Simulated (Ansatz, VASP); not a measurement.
# Mg2Zn3O5: VASP beside Ansatz

File INCAR:

```
ALGO = Normal
EDIFF = 1E-6
EDIFFG = -0.025
ENCUT = 600
GGA = PE
IBRION = 2
ISIF = 3
ISMEAR = 0
LASPH = True
LCHARG = False
LREAL = False
LWAVE = False
NELM = 60
NSW = 80
PREC = Accurate
SIGMA = 0.1
```

KPOINTS

```
k-points
0
Gamma
  4 4 4
```

POSCAR

```
Mg2Zn3O5
1.0
   -0.0485230908     -3.1353869170     -0.0629970004
    2.9684585798      0.0485230908     -0.0659093211
   -1.6929933263      1.7661608448     10.9193514562
Mg Zn O
2 3 5
Direct
    0.2971746215      0.2888096548      0.5943378946
    0.7054741948      0.7214888346      0.4077731073
    0.9130359905      0.9016940846      0.7967131863
    0.1061036943      0.1102395350      0.2009334063
    0.5349556952      0.4844455033     -0.0006295632
    0.7985135302      0.7924636589      0.5998592734
    0.2021699401      0.1969506958      0.4003945097
    0.5724222526      0.6084366443      0.2036390300
   -0.0006113351     -0.0136096564     -0.0006361523
    0.3707614161      0.4090810451      0.7976153080
```

Input for Ansatz:

```yaml
crystal:
  lattice:
    - [-0.0485230908, -3.135386917, -0.0629970004]
    - [2.9684585798, 0.0485230908, -0.0659093211]
    - [-1.6929933263, 1.7661608448, 10.9193514562]
  atoms:
    - { symbol: Mg, position: [0.2971746215, 0.2888096548, 0.5943378946] }
    - { symbol: Mg, position: [0.7054741948, 0.7214888346, 0.4077731073] }
    - { symbol: Zn, position: [0.9130359905, 0.9016940846, 0.7967131863] }
    - { symbol: Zn, position: [0.1061036943, 0.110239535, 0.2009334063] }
    - { symbol: Zn, position: [0.5349556952, 0.4844455033, -0.0006295632] }
    - { symbol: O, position: [0.7985135302, 0.7924636589, 0.5998592734] }
    - { symbol: O, position: [0.2021699401, 0.1969506958, 0.4003945097] }
    - { symbol: O, position: [0.5724222526, 0.6084366443, 0.20363903] }
    - { symbol: O, position: [-0.0006113351, -0.0136096564, -0.0006361523] }
    - { symbol: O, position: [0.3707614161, 0.4090810451, 0.797615308] }
basis:
  ecutwfc: 420
kpoints:
  mp_grid: { grid: [4, 4, 4] }
hamiltonian:
  xc: pbe
scf:
  occupations: { method: gaussian, width: 0.1 }
  lower_state_search: "off"
output:
  forces: true
  stress: true
  eigenvalues: true
relax:
  adjacent_minimum: "off"
  f_tol: 0.025
  max_steps: 60
  cell: { stress_tol: 0.25 }
```

Change from the starting cell: cell x1, atoms moved at random (sigma 0.05 Å) and cell strained at random (1.5 %), then relaxed without symmetry.

Alike in both runs: task relaxation of cell and atoms; functional PBE; k mesh 4 × 4 × 4; occupations gaussian, width 0.1 eV; no spin polarisation.

```csv
,VASP,Ansatz
version,VASP 6.6.1,Ansatz 0.2.0
potentials or method,"VASP PAW PBE potentials, release 64 (Mg, Zn, O), cutoff 600 eV","scalar-relativistic, plane waves, PAW"
valence electrons in the cell,70,86
```

VASP gave:

- gap on the k mesh at the Fermi level, each at its own relaxed structure (eV): 1.55
- relaxed volume (Å³/atom): 9.95
- relaxed cell length with the largest relative difference (Å): 3.044

What did Ansatz give for the same quantities?

gap on the k mesh at the Fermi level, each at its own relaxed structure (eV): 1.58; relaxed volume (Å³/atom): 9.95; relaxed cell length with the largest relative difference (Å): 3.045.

VASP's potentials hold 70 valence electrons a cell and Ansatz's 86, so a difference there can come from the potentials and not from the codes.

The k mesh is coarse, so the values compare programs but aren't converged.
